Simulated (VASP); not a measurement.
# Mo (P6/mmm) in VASP: further runs

Mo is run at these levels: LDA; tasks: single point.

All numbers are computed with VASP 6.6.1; they aren't measurements. Logs are shortened: lines on timing, memory, paths and dates and some standing lists are left out, and cuts for length are marked.

### 1 The cell of the first run

Symmetry: P6/mmm, No. 191, hexagonal system. Conventional cell: a = 2.736 Å, b = 2.736 Å, c = 2.555 Å, α = 90.00°, β = 90.00°, γ = 120.00°. Mo (site symmetry 6/mmm) has 8 Mo at 2.56 to 2.74 Å within 3.4 Å.

### 2 Single point, LDA

INCAR reads:

```
PREC     = Accurate       # precision mode
ENCUT    = 520            # plane-wave cutoff, eV
EDIFF    = 1E-7           # SCF threshold, eV
ISMEAR   = 0              # smearing method
SIGMA    = 0.15           # smearing width, eV
LREAL    = False          # projectors in reciprocal space
LASPH    = True           # aspherical terms in the spheres
NELM     = 60             # most SCF steps
ALGO     = Normal         # electronic algorithm
ISIF     = 2              # what is computed and relaxed
LWAVE    = False          # write WAVECAR
LCHARG   = True           # write CHGCAR
GGA      = CA             # functional
LELF     = True           # ELF
LVHAR    = True         
NBANDS   = 13             # bands
```

KPOINTS reads:

```
Automatic mesh
0
Gamma
  18 18 18
```

POSCAR reads:

```
Mo
1.0
    2.7355103972      0.0000000000      0.0000000000
   -1.3677551986      2.3690214963      0.0000000000
    0.0000000000      0.0000000000      2.5551807000
Mo
1
Direct
    0.0000000000      0.0000000000      0.5000000000
```

Potentials or basis: VASP PAW LDA potentials, release 64 (Mo_sv).

Command:

```sh
$ cat potpaw_LDA.64/Mo_sv/POTCAR > POTCAR
$ mpirun -np 1 vasp_std > vasp.out
```

OUTCAR:

```text
PREC = Accurate
   ENCUT = 520
   EDIFF = 1E-7
   ISMEAR = 0
   LREAL = False
   LASPH = True
   NELM = 60
   ISIF = 2
   GGA = CA

 ion  position               nearest neighbor table
   1  0.000  0.000  0.500-

  LATTYP: Found a hexagonal cell.
 ALAT       =     2.7355103972
 C/A-ratio  =     0.9340782264

  Lattice vectors:

 A1 = (   2.7355103972,   0.0000000000,   0.0000000000)
 A2 = (  -1.3677551986,   2.3690214963,   0.0000000000)
 A3 = (   0.0000000000,   0.0000000000,   2.5551807000)

Analysis of symmetry for initial positions (statically):
=====================================================================
 Subroutine PRICEL returns:
 Original cell was already a primitive cell.

 Routine SETGRP: Setting up the symmetry group for a
 hexagonal supercell.

 Subroutine GETGRP returns: Found 24 space group operations
 (whereof 24 operations were pure point group operations)
 out of a pool of 24 trial point group operations.

The static configuration has the point symmetry D_6h.

Analysis of symmetry for dynamics (positions and initial velocities):
=====================================================================
 Subroutine PRICEL returns:
 Original cell was already a primitive cell.

 Routine SETGRP: Setting up the symmetry group for a
 hexagonal supercell.

 Subroutine GETGRP returns: Found 24 space group operations
 (whereof 24 operations were pure point group operations)
 out of a pool of 24 trial point group operations.

The dynamic configuration has the point symmetry D_6h.

 Subroutine INISYM returns: Found 24 space group operations
 (whereof 24 operations are pure point group operations),
 and found     1 'primitive' translations

----------------------------------------------------------------------------------------

                                     Primitive cell

  volume of cell :      16.5588

  direct lattice vectors                    reciprocal lattice vectors
     2.735510397  0.000000000  0.000000000     0.365562493  0.211057604  0.000000000
    -1.367755199  2.369021496  0.000000000     0.000000000  0.422115207  0.000000000
     0.000000000  0.000000000  2.555180700     0.000000000  0.000000000  0.391361754

  length of vectors
     2.735510397  2.735510397  2.555180700     0.422115207  0.422115207  0.391361754

  position of ions in fractional coordinates (direct lattice)
     0.000000000  0.000000000  0.500000000

  ion indices of the primitive-cell ions
   primitive index   ion index
                 1           1
[... 74 lines left out ...]
   EDIFFG = 0.1E-05   stopping-criterion for IOM
   NSW    =      0    number of steps for IOM
   IBRION =     -1    ionic relax: 0-MD 1-quasi-New 2-CG
   NFREE  =      0    steps in history (QN), initial steepest desc. (CG)
   ISIF   =      2    stress and relaxation
   ISYM   =      2    0-nonsym 1-usesym 2-fastsym
   POTIM  = 0.5000    time-step for ionic-motion
   TEBEG  =    0.0;   TEEND  =   0.0 temperature during run
   PSTRESS=    0.0 pullay stress
   NELECT =      14.0000    total number of electrons
   NUPDOWN=      -1.0000    fix difference up-down
   EMIN   =  10.00;   EMAX   =-10.00  energy-range for DOS
   EFERMI =   0.00;   METHOD = LEGACY
   ISMEAR =     0;   SIGMA  =   0.15  broadening in eV -4-tet -1-fermi 0-gaus
   EFERMI_NEDOS =   21; number of points for ismear=-14 and -15
   IALGO  =     38    algorithm
   IMIX   =      4    mixing-type and parameters
     AMIX     =   0.40;   BMIX     =  1.00
     AMIX_MAG =   1.60;   BMIX_MAG =  1.00
  volume/ion in A,a.u.               =      16.56       111.74
  Fermi-wavevector in a.u.,A,eV,Ry     =   1.548013  2.925320 32.604229  2.396343
  Thomas-Fermi vector in A             =   2.653024
   LORBIT       =      0    0 simple, 1 ext, 2 COOP (PROOUT), +10 PAW based schemes
   GGA     = CA    functional components
   LHFCALC =     F    Hartree Fock is set to
   AEXX    =    0.0000 exact exchange contribution
   IVDW    =     0    specifies the selected vdW correction
   LEPSILON=     F    determine dielectric tensor
   LRPA    =     F    only Hartree local field effects (RPA)
 non-spin polarized calculation
 Gauss-broadening in eV      SIGMA  =   0.15
  energy-cutoff  :      520.00
  volume of cell :       16.56
 maximum number of plane-waves:       460
   NGX = 11   NGY = 11   NGZ =  9

 number of electron      14.0000002 magnetization

 Free energy of the ion-electron system (eV)
  ---------------------------------------------------
  ext. energy  EPLUGINS =         0.00000000
  ---------------------------------------------------
  free energy    TOTEN  =       -11.22800161 eV

  energy without entropy =      -11.21808748  energy(sigma->0) =      -11.22304454

 E-fermi :  11.3969     XC(G=0): -13.1922

 val. band max:       11.3963738091   @ k =   0.2222   0.0556   0.5000
 cond. band min:      11.3987481936   @ k =   0.3889  -0.0000   0.3889
 fundamental gap:      0.0023743845
 Fermi energy:        11.3968940894

 k-point     1 :       0.0000    0.0000    0.0000
  band No.  band energies     occupation
      1     -49.2712      2.00000
      2     -22.7228      2.00000
      3     -22.7228      2.00000
      4     -22.6652      2.00000
      5       4.6500      2.00000
      6       7.1100      2.00000
      7      10.5082      2.00000
      8      10.5082      2.00000
      9      15.5206      0.00000
     10      15.5206      0.00000
     11      24.4525      0.00000
     12      27.1422      0.00000
     13      31.8817      0.00000
[... 354 lines left out ...]
  band No.  band energies     occupation
      1     -49.0410      2.00000
      2     -24.0333      2.00000
      3     -23.1445      2.00000
      4     -22.5070      2.00000
      5       7.0112      2.00000
      6       8.2857      2.00000
      7      11.5276      0.21801
      8      12.5452      0.00000
      9      14.5864      0.00000
     10      16.3540      0.00000
     11      21.5193      0.00000
     12      24.0108      0.00000
     13      28.8230      0.00000

 [... further k-points ...]
[... 5 lines left out ...]
  --------------------------------------------------------------------------------------
  -------------------------------------------------------------------------------------
  Total       -0.4796601     -0.4796601     -1.2435774      0.0000000      0.0000000      0.0000000
  in kB      -46.4103828    -46.4103828   -120.3245963      0.0000000      0.0000000      0.0000000
  external PRESSURE =     -71.0484540 kB  Pullay stress =       0.0000000 kB

 VOLUME and BASIS-vectors are now :
 -----------------------------------------------------------------------------
  energy-cutoff  :      520.00
  volume of cell :       16.56
      direct lattice vectors                 reciprocal lattice vectors
     2.735510397  0.000000000  0.000000000     0.365562493  0.211057604  0.000000000
    -1.367755199  2.369021496  0.000000000     0.000000000  0.422115207  0.000000000
     0.000000000  0.000000000  2.555180700     0.000000000  0.000000000  0.391361754

 POSITION                                       TOTAL-FORCE (eV/Angst)
 -----------------------------------------------------------------------------------
      0.00000      0.00000      1.27759        -0.000000      0.000000      0.000000
 -----------------------------------------------------------------------------------
    total drift:                               -0.000000      0.000000     -0.000000

  FREE ENERGIE OF THE ION-ELECTRON SYSTEM (eV)
  ---------------------------------------------------
  free  energy   TOTEN  =       -11.2280016078 eV

  energy  without entropy=      -11.2180874774  energy(sigma->0) =      -11.22304454
```

OSZICAR:

```text
N       E                     dE             d eps       ncg     rms          rms(c)
DAV:   1     0.114730578955E+03    0.11473E+03   -0.90479E+03  9702   0.112E+03
DAV:   2    -0.102703550236E+02   -0.12500E+03   -0.12072E+03 10515   0.340E+02
DAV:   3    -0.117622992987E+02   -0.14919E+01   -0.14867E+01 11355   0.391E+01
DAV:   4    -0.117669625470E+02   -0.46632E-02   -0.46630E-02 10830   0.241E+00
DAV:   5    -0.117670016652E+02   -0.39118E-04   -0.39117E-04 11485   0.191E-01    0.138E+01
DAV:   6    -0.112956497812E+02    0.47135E+00   -0.60201E-01  9820   0.942E+00    0.391E+00
DAV:   7    -0.112327695753E+02    0.62880E-01   -0.10262E-01 10750   0.353E+00    0.737E-01
DAV:   8    -0.112280154415E+02    0.47541E-02   -0.42643E-03 10015   0.795E-01    0.111E-01
DAV:   9    -0.112279952977E+02    0.20144E-04   -0.94194E-05 11743   0.111E-01    0.417E-02
DAV:  10    -0.112280014969E+02   -0.61992E-05   -0.61926E-06 10265   0.245E-02    0.427E-03
DAV:  11    -0.112280016075E+02   -0.11057E-06   -0.24540E-07 11553   0.553E-03    0.148E-03
DAV:  12    -0.112280016078E+02   -0.35652E-09   -0.73197E-09  5365   0.922E-04
   1 F= -.11228002E+02 E0= -.11223045E+02  d E =-.991413E-02
```

Wall time 30 s (1 thread of Intel Xeon Platinum 8488C (Sapphire Rapids), shared host); peak memory 0.17 GiB.

What came out:

```yaml
Free_energy: -11.2280 eV
Pressure: -7.1 GPa
Band_gap_on_the_k_mesh: zero (band 7 reaches 12.37 eV, above the bottom of band 8 at 10.51 eV)
```

Stress tensor (GPa, compression positive):
```
 -4.64   0.00   0.00
  0.00  -4.64   0.00
  0.00   0.00 -12.03
```

### 3 Single point, LDA

INCAR reads:

```
SYSTEM = Mo
  ALGO = Fast
  EDIFF = 1E-7
  ENCUT = 520
  ISIF = 2
  ISMEAR = 0
  LASPH = .True.
  LCHARG = .False.
  LREAL = .False.
  LWAVE = .False.
  NBANDS = 13
  NELM = 100
  PREC = Accurate
  SIGMA = 0.15
```

KPOINTS reads:

```
k-points
0
Gamma
  24 24 20
  0 0 0
```

POSCAR is that of step 2.

Potentials or basis: VASP PAW LDA potentials, release 64 (Mo_sv).

Command:

```sh
$ cat potpaw_LDA.64/Mo_sv/POTCAR > POTCAR
$ mpirun -np 1 vasp_std > vasp.out
```

It took 72 s on 1 thread of Intel Xeon Platinum 8488C (Sapphire Rapids), shared host; peak memory 0.23 GiB.

The run converged. Its results:

| Property | Result |
| --- | --- |
| Free energy | -11.2238 eV |
| Pressure | -7.5 GPa |
| Band gap on the k mesh | zero (band 7 reaches 12.38 eV, above the bottom of band 8 at 10.51 eV) |

Stress tensor (GPa, compression positive):
```
 -4.37   0.00   0.00
  0.00  -4.37   0.00
  0.00   0.00 -13.91
```

Levels at points of the mesh, in eV from the Fermi level:
```csv
k point,band 3,band 4,band 5,band 6,band 7,band 8,band 9,band 10,band 11,band 12
"(0.00, 0.00, 0.00)",-34.15,-34.10,-6.79,-4.33,-0.92,-0.92,4.09,4.09,13.02,15.71
"(0.50, 0.00, 0.00)",-34.48,-33.95,-4.94,-3.15,0.94,1.09,3.41,4.42,10.14,13.41
"(0.00, 0.00, 0.50)",-33.99,-33.99,-3.74,-0.11,-0.11,0.08,0.76,0.76,10.06,16.08
"(0.50, 0.00, 0.50)",-35.30,-34.30,-5.35,-3.42,-0.50,4.77,6.05,6.42,7.24,16.16
```
